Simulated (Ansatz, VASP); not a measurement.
W: VASP beside Ansatz

File INCAR:

```
SYSTEM = W
ALGO = Normal ; EDIFF = 1E-7
ENCUT = 520 ; GGA = PS
ISIF = 2 ; ISMEAR = -1
LASPH = .TRUE. ; LCHARG = .TRUE.
LELF = .TRUE. ; LREAL = .FALSE.
LVHAR = .TRUE. ; LWAVE = .FALSE.
NBANDS = 21 ; NELM = 80
PREC = Accurate ; SIGMA = 0.05
```

Contents of KPOINTS:

```
k-points
0
G
  12 12 7
  0 0 0
```

Contents of POSCAR:

```
W
1.0
    2.8445100090      0.0000000000      0.0000000000
   -1.4222550045      2.4634179291      0.0000000000
    0.0000000000      0.0000000000      4.6081062146
W
2
Direct
    0.2133333333      0.6066666667      0.1600000000
    0.7866666667      0.3933333333      0.8400000000
```

Input for Ansatz:

```yaml
crystal:
  lattice:
    - [2.844510009, 0.0, 0.0]
    - [-1.4222550045, 2.4634179291, 0.0]
    - [0.0, 0.0, 4.6081062146]
  atoms:
    - { symbol: W, position: [0.2133333333, 0.6066666667, 0.16] }
    - { symbol: W, position: [0.7866666667, 0.3933333333, 0.84] }
kpoints:
  mp_grid: { grid: [12, 12, 7] }
scf:
  occupations: { method: fermi_dirac, width: 0.05 }
hamiltonian:
  xc: pbesol
  pseudopotentials: { kind: paw }
output:
  forces: true
  stress: true
  eigenvalues: true
  populations: true
```

Change from the starting cell: shortest bond scaled by 0.64, PAW files.

Alike in both runs: task single point; functional PBEsol; k mesh 12 × 12 × 7; occupations fermi-dirac, width 0.05 eV; no spin polarisation.

|  | VASP | Ansatz |
| --- | --- | --- |
| version | VASP 6.6.1 | Ansatz 0.2.0 |
| potentials or method | VASP PAW PBE potentials, release 64 (W_sv) | PAW with Ansatz's default frozen-core files, scalar-relativistic |
| plane-wave cutoff (eV) | 520 | 420 |
| valence electrons in the cell | 28 | 28 |

```tsv
	VASP	Ansatz	Ansatz less VASP
pressure (GPa)	133.4	126.9	-6.50
traceless stress, the component that is largest in VASP (GPa)	94.39	87.44	-6.954
rms of the force components (eV/Å)	19.699	18.604	-1.0942
```

VASP's potentials were made for PBE, not for PBEsol. Atom by atom the forces differ by 1.109 eV/Å (rms over components). Both programs put the cell under a high pressure, so it lies far from rest at this level.

Spin-orbit coupling is off throughout. Noted on VASP's run: the cell as given lies far from equilibrium.
